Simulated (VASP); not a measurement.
# AlN (AlN (P6_3mc)) (P6_3mc) in VASP: vibrations by perturbation theory with PBE

Aim: the vibrations by perturbation theory of AlN (AlN (P6_3mc)) with PBE.

Everything below comes from runs of VASP 6.6.1. Logs are shortened: lines on timing, memory, paths and dates and some standing lists are left out, and cuts for length are marked.

## (1) The cell of the first run

The structure is hexagonal, space group P6_3mc (No. 186). The conventional cell has a = 3.130 Å, b = 3.130 Å, c = 5.017 Å, α = 90.00°, β = 90.00°, γ = 120.00°. Within 2.5 Å of Al (site symmetry 3m) lie 4 N at 1.90 to 1.91 Å. Within 2.5 Å of N (site symmetry 3m) lie 4 Al at 1.90 to 1.91 Å.

## (2) Vibrations by perturbation theory, PBE

INCAR reads:

```
ALGO = Normal ; EDIFF = 1E-8
ENCUT = 520 ; GGA = PE
IBRION = 8 ; ISIF = 2
ISMEAR = 0 ; LASPH = True
LCHARG = False ; LEPSILON = True
LREAL = False ; LWAVE = False
NELM = 60 ; NSW = 1
PREC = Accurate ; SIGMA = 0.01
```

KPOINTS reads:

```
k-points
0
Gamma
  9 9 5
```

POSCAR reads:

```
AlN
1.0
    3.1297569663      0.0000000289      0.0000000000
   -1.5648785082      2.7104490260      0.0000000000
    0.0000000000      0.0000000000      5.0174032534
Al N
2 2
Direct
    0.6666666667      0.3333333333      0.4992353735
    0.3333333333      0.6666666667      0.9992353735
    0.6666666667      0.3333333333      0.8807646265
    0.3333333333      0.6666666667      0.3807646265
```

Potentials or basis: VASP PAW PBE potentials, release 64 (Al, N).

Started as:

```sh
$ cat potpaw_PBE.64/Al/POTCAR potpaw_PBE.64/N/POTCAR > POTCAR
$ mpirun -np 1 vasp_std > vasp.out
```

OUTCAR:

```text
EDIFF = 1E-8
   ENCUT = 520
   GGA = PE
   IBRION = 8
   ISIF = 2
   ISMEAR = 0
   LASPH = True
   LEPSILON = True
   LREAL = False
   NELM = 60
   NSW = 1
   PREC = Accurate

 ion  position               nearest neighbor table
   1  0.667  0.333  0.499-   4 1.90   4 1.90   4 1.90   3 1.91   2 3.09   2 3.09   2 3.09   2 3.09
                             2 3.09   2 3.09
   2  0.333  0.667  0.999-   3 1.90   3 1.90   3 1.90   4 1.91   1 3.09   1 3.09   1 3.09   1 3.09
                             1 3.09   1 3.09
   3  0.667  0.333  0.881-   2 1.90   2 1.90   2 1.90   1 1.91
   4  0.333  0.667  0.381-   1 1.90   1 1.90   1 1.90   2 1.91

  LATTYP: Found a hexagonal cell.
 ALAT       =     3.1297569663
 C/A-ratio  =     1.6031287117

  Lattice vectors:

 A1 = (   3.1297569663,   0.0000000289,   0.0000000000)
 A2 = (  -1.5648785082,   2.7104490260,   0.0000000000)
 A3 = (   0.0000000000,   0.0000000000,   5.0174032534)

Analysis of symmetry for initial positions (statically):
=====================================================================
 Subroutine PRICEL returns:
 Original cell was already a primitive cell.

 Routine SETGRP: Setting up the symmetry group for a
 hexagonal supercell.

 Subroutine GETGRP returns: Found 12 space group operations
 (whereof  6 operations were pure point group operations)
 out of a pool of 24 trial point group operations.

The static configuration has the point symmetry C_3v.
 The point group associated with its full space group is C_6v.

Analysis of symmetry for dynamics (positions and initial velocities):
=====================================================================
 Subroutine PRICEL returns:
 Original cell was already a primitive cell.

 Routine SETGRP: Setting up the symmetry group for a
 hexagonal supercell.

 Subroutine GETGRP returns: Found 12 space group operations
 (whereof  6 operations were pure point group operations)
[... 636 lines left out ...]
    1     2.51616    -0.00000    -0.00000
    2    -0.00000     2.51616    -0.00000
    3    -0.00000    -0.00000     2.67605
 ion    2
    1     2.51616    -0.00000     0.00000
    2    -0.00000     2.51616     0.00000
    3     0.00000     0.00000     2.67605
 ion    3
    1    -2.51616     0.00000    -0.00000
    2     0.00000    -2.51616    -0.00000
    3     0.00000     0.00000    -2.67605
 ion    4
    1    -2.51616     0.00000     0.00000
    2     0.00000    -2.51616     0.00000
    3    -0.00000    -0.00000    -2.67605

 INTERNAL STRAIN TENSOR FOR ION    4 for displacements in x,y,z  (eV/Angst):
          X           Y           Z          XY          YZ          ZX
  --------------------------------------------------------------------------------
  x     0.00000    -0.00000    -0.00000    -9.77634    -0.00000     4.78867
  y    -9.77634     9.77634    -0.00000    -0.00000     4.91373    -0.00000
  z     5.04136     5.04136   -11.15713    -0.00000     0.00000    -0.00000

 SECOND DERIVATIVES (NOT SYMMETRIZED)
 ------------------------------------
               1X          1Y          1Z          2X          2Y          2Z          3X          3Y          3Z          4X          4Y          4Z
  1X   -14.929366    0.000000   -0.000000    0.644588   -0.000000   -0.000000    1.488094   -0.000000    0.000000   12.796684   -0.000000    0.000000
  1Y     0.000000  -14.929366    0.000000   -0.000000    0.644588   -0.000000   -0.000000    1.488094   -0.000000   -0.000000   12.796684   -0.000000
  1Z     0.000000   -0.000000  -20.233572   -0.000000   -0.000000    8.235128    0.000000    0.000000    5.909990   -0.000000   -0.000000    6.088454
  2X     0.644588   -0.000000    0.000000  -14.929366    0.000000    0.000000   12.796684   -0.000000   -0.000000    1.488094   -0.000000   -0.000000
  2Y    -0.000000    0.644588    0.000000    0.000000  -14.929366   -0.000000   -0.000000   12.796684    0.000000   -0.000000    1.488094    0.000000
  2Z     0.000000    0.000000    8.235128   -0.000000    0.000000  -20.233572    0.000000    0.000000    6.088454   -0.000000   -0.000000    5.909990
  3X     1.487572   -0.000000   -0.000000   12.796848   -0.000000    0.000000  -14.987052    0.000000   -0.000000    0.702632   -0.000000    0.000000
  3Y    -0.000000    1.487572    0.000000   -0.000000   12.796848   -0.000000    0.000000  -14.987052    0.000000   -0.000000    0.702632    0.000000
  3Z     0.000000    0.000000    5.895329    0.000000   -0.000000    6.096918   -0.000000    0.000000  -18.836130   -0.000000   -0.000000    6.843883
  4X    12.796848   -0.000000    0.000000    1.487572   -0.000000    0.000000    0.702632   -0.000000   -0.000000  -14.987052    0.000000    0.000000
  4Y    -0.000000   12.796848    0.000000   -0.000000    1.487572   -0.000000   -0.000000    0.702632    0.000000    0.000000  -14.987052   -0.000000
  4Z    -0.000000    0.000000    6.096918   -0.000000   -0.000000    5.895329    0.000000    0.000000    6.843883    0.000000    0.000000  -18.836130

 Eigenvectors and eigenvalues of the dynamical matrix
 ----------------------------------------------------

   1 f  =   21.173046 THz   133.034171 2PiTHz  706.256789 cm-1    87.564642 meV
             X         Y         Z           dx          dy          dz
      1.564878  0.903483  2.504865     0.000000   -0.000000   -0.008872
     -0.000000  1.806966  5.013567     0.000000   -0.000000    0.008872
      1.564878  0.903483  4.419151    -0.000000   -0.000000   -0.707051
     -0.000000  1.806966  1.910450    -0.000000    0.000000    0.707051
[... 71 lines left out ...]
  12 f/i=    0.002185 THz     0.013729 2PiTHz    0.072883 cm-1     0.009036 meV
             X         Y         Z           dx          dy          dz
      1.564878  0.903483  2.504865     0.000000    0.000000    0.573692
     -0.000000  1.806966  5.013567     0.000000    0.000000    0.573692
      1.564878  0.903483  4.419151     0.000000    0.000000    0.413373
     -0.000000  1.806966  1.910450     0.000000    0.000000    0.413373

--------------------------------------------------------------------------------------------------------

 MACROSCOPIC STATIC DIELECTRIC TENSOR IONIC CONTRIBUTION
 ------------------------------------------------------
           3.768546    -0.000000    -0.000000
          -0.000000     3.768546    -0.000000
          -0.000000    -0.000000     5.076207
 ------------------------------------------------------

 ELASTIC MODULI CONTR FROM IONIC RELAXATION (kBar)
 Direction    XX          YY          ZZ          XY          YZ          ZX
 --------------------------------------------------------------------------------
 XX        -623.4415    303.4232    354.0843      0.0000      0.0000      0.0000
 YY         303.4232   -623.4415    354.0843      0.0000      0.0000     -0.0000
 ZZ         354.0843    354.0843   -783.5532     -0.0000     -0.0000     -0.0000
 XY           0.0000      0.0000     -0.0000   -463.4323     -0.0000      0.0000
 YZ          -0.0000     -0.0000     -0.0000     -0.0000   -114.8302      0.0000
 ZX           0.0000     -0.0000     -0.0000      0.0000      0.0000   -119.3322
 --------------------------------------------------------------------------------

 PIEZOELECTRIC TENSOR IONIC CONTR  for field in x, y, z        (C/m^2)
          XX          YY          ZZ          XY          YZ          ZX
  --------------------------------------------------------------------------------
  x     0.00000    -0.00000    -0.00000     0.00000     0.00000    -0.63101
  y    -0.00000     0.00000    -0.00000    -0.00000    -0.61900     0.00000
  z    -0.84804    -0.84804     1.87662     0.00000     0.00000     0.00000
```

OSZICAR:

```text
N       E                     dE             d eps       ncg     rms          rms(c)
DAV:   1     0.508680615274E+02    0.50868E+02   -0.75556E+03   872   0.119E+03
DAV:   2    -0.302960209274E+02   -0.81164E+02   -0.74904E+02  1248   0.221E+02
DAV:   3    -0.344223304503E+02   -0.41263E+01   -0.41072E+01  1140   0.539E+01
[... 183 lines left out ...]
RMM:   8    -0.253549730703E+00   -0.40749E-05   -0.23914E-08  2224   0.100E-03    0.267E-04
RMM:   9    -0.253549644437E+00    0.86266E-07    0.82223E-09  2134   0.411E-04    0.373E-05
RMM:  10    -0.253549463288E+00    0.18115E-06   -0.56539E-09  2182   0.824E-05    0.129E-05
RMM:  11    -0.253549534533E+00   -0.71245E-07   -0.24393E-08  2205   0.259E-05    0.481E-06
RMM:  12    -0.253549550593E+00   -0.16060E-07    0.64522E-11  2169   0.116E-05    0.116E-06
RMM:  13    -0.253549552834E+00   -0.22411E-08   -0.34857E-09  1881   0.283E-06    0.536E-07
 Linear response finished
```

stdout:

```text
POSCAR found type information on POSCAR AlN
 POSCAR found :  2 types and       4 ions
 scaLAPACK will be used
 LDA part: xc-table for (Slater+PW92), standard interpolation
 POSCAR, INCAR and KPOINTS ok, starting setup
 FFT: planning ... GRIDC
 FFT: planning ... GRID_SOFT
 FFT: planning ... GRID
 WAVECAR not read
[... 32 lines left out ...]
 first order change of Fermi-energy   0.12536E+00
 force on displaced ion       1 direction 3 :  -0.000   0.000 -20.234
 Born effective charge ion    1 direction 3 :   0.000  -0.000   2.676
 Linear response progress:
 first order change of Fermi-energy   0.15269E+00
 force on displaced ion       3 direction 1 : -14.987   0.000  -0.000
 Born effective charge ion    3 direction 1 :  -2.516   0.000  -0.000
 Linear response progress:
 first order change of Fermi-energy  -0.12542E+00
 force on displaced ion       3 direction 3 :   0.000  -0.000 -18.836
 Born effective charge ion    3 direction 3 :   0.000   0.000  -2.676
 Born effective charges drift removed
 Linear response finished
```

It took 9.3 min on 1 thread of Intel Xeon Platinum 8259CL at 2.50GHz (Skylake/Cascade Lake), shared host; peak memory 0.39 GiB.

What came out:

| Property | Result |
| --- | --- |
| Electronic dielectric tensor (diagonal) | 4.47, 4.47, 4.69 |
| Born charges (mean of the diagonal) | Al +2.57; N -2.57 e |
| Highest phonon frequency at Γ, LO-TO splitting left out | 706 cm⁻¹ |

Phonon frequencies in cm⁻¹ (negative: imaginary):
| q point | frequencies |
| --- | --- |
| (0.000, 0.000, 0.000) | 0 0 0 237 237 536 595 637 637 649 649 706 |

Electronic dielectric tensor:
```
4.47 0.00 0.00
0.00 4.47 0.00
0.00 0.00 4.69
```

Born effective charge tensors (e):
atom 1, Al
```
2.52 0.00 0.00
0.00 2.52 0.00
0.00 0.00 2.68
```
atom 2, Al
```
2.52 0.00 0.00
0.00 2.52 0.00
0.00 0.00 2.68
```
atom 3, N
```
-2.52  0.00  0.00
 0.00 -2.52  0.00
 0.00  0.00 -2.68
```
atom 4, N
```
-2.52  0.00  0.00
 0.00 -2.52  0.00
 0.00  0.00 -2.68
```
